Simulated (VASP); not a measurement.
A run of VASP 6.6.1 is set up as follows.

INCAR

```
PREC = Accurate ; ENCUT = 600
EDIFF = 1E-6 ; ISMEAR = -1
SIGMA = 0.1 ; LREAL = F
LASPH = T ; NELM = 100
ALGO = Normal ; ISIF = 3
LWAVE = F ; LCHARG = F
GGA = CA ; IBRION = 2
NSW = 60 ; EDIFFG = -0.005
```

The input KPOINTS:

```
Automatic mesh
0
Gamma
  14 14 14
```

The input POSCAR:

```
NbSi
1.0
    2.9724696115      0.0000000000      0.0000000000
    0.0000000000      2.9724696115      0.0000000000
    0.0000000000      0.0000000000      2.9724696115
Nb Si
1 1
Direct
    0.0000000000      0.0000000000      0.0000000000
    0.5000000000      0.5000000000      0.5000000000
```

Potentials or basis: VASP PAW LDA potentials, release 64 (Nb_sv, Si).

The run is started by

```bash
$ cat potpaw_LDA.64/Nb_sv/POTCAR potpaw_LDA.64/Si/POTCAR > POTCAR
$ mpirun -np 1 vasp_std > vasp.out
```

Predict the relaxed cell.

a = 3.110 Å, b = 3.110 Å, c = 3.110 Å, α = 90.00°, β = 90.00°, γ = 90.00°.

What does it give for the space group after relaxing (to 0.05 Å)?

Pm-3m (No. 221).

What does it give for the relaxed volume?

15.04 Å³/atom.

The path:
```csv
step,energy change (eV),largest force (eV/Å),pressure (GPa),volume (Å³)
1,0.0000,0.0000,33.79,26.26
2,0.5034,0.0000,-27.32,38.26
3,-0.3573,0.0000,-1.70,30.36
4,-0.3588,0.0000,-0.26,30.12
5,-0.3587,0.0000,0.25,30.04
6,-0.3588,0.0000,0.26,30.05
7,-0.3588,0.0000,0.28,30.05
8,-0.3588,0.0000,0.24,30.05
9,-0.3588,0.0000,0.24,30.05
10,-0.3588,0.0000,0.24,30.05
11,-0.3588,0.0000,0.24,30.05
12,-0.3588,0.0000,0.24,30.05
13,-0.3588,0.0000,0.24,30.05
14,-0.3588,0.0000,0.24,30.05
15,-0.3588,0.0000,0.25,30.05
16,-0.3588,0.0000,0.21,30.05
17,-0.3588,0.0000,0.18,30.06
18,-0.3588,0.0000,0.10,30.08
19,-0.3588,0.0000,-0.13,30.10
20,-0.3588,0.0000,-0.07,30.09
21,-0.3588,0.0000,-0.03,30.08
```
